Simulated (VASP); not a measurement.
Set up this calculation in VASP 6.6.1, as the native input.

```yaml
Task: electric field gradients
Functional: PBE
Potentials_or_basis: VASP PAW PBE potentials, release 64 (W_sv)
Cutoff: 520 eV
k_mesh: 14 × 14 × 14
Occupations: fermi-dirac, width 0.08 eV
Spin: no spin polarisation
Dipole_correction: no
Further_INCAR_settings: ALGO = Normal; EDIFF = 1e-08; NBANDS = 13
```

The structure of W lies in POSCAR:

```
W
1.0
   -1.5649702701      1.5649702701      1.5649702701
    1.5649702701     -1.5649702701      1.5649702701
    1.5649702701      1.5649702701     -1.5649702701
W
1
Direct
    0.0000000000      0.0000000000      0.0000000000
```

This cell differs from its parent crystal: volume scaled by 0.9405.

These files were run (other wordings do the same):

INCAR

```
SYSTEM = W
PREC = Accurate
ENCUT = 520
EDIFF = 1E-8
ISMEAR = -1
SIGMA = 0.08
LREAL = .False.
LASPH = .True.
NELM = 100
ALGO = Normal
ISIF = 2
LWAVE = .False.
LCHARG = .False.
GGA = PE
LEFG = .True.
NBANDS = 13
```

KPOINTS

```
regular mesh
0
Gamma
  14 14 14
  0 0 0
```

Potentials or basis: VASP PAW PBE potentials, release 64 (W_sv).

Command:

```bash
$ cat potpaw_PBE.64/W_sv/POTCAR > POTCAR
$ mpirun -np 1 vasp_std > vasp.out
```

It gave:

```json
{
  "Pressure": "18.1 GPa",
  "Band gap on the k mesh": "zero (band 7 reaches 17.35 eV, above the bottom of band 8 at 10.65 eV)"
}
```

Caveat: without QUAD_EFG the Cq values of the log hold for a quadrupole moment of 1 mb, not for the nuclei; spin-orbit coupling is left out, which moves the levels of the heavy elements.

Run time: 7.6 s on 1 thread of Intel(R) Xeon(R) 6975P-C (Granite Rapids) (shared host), peak memory 0.13 GiB.
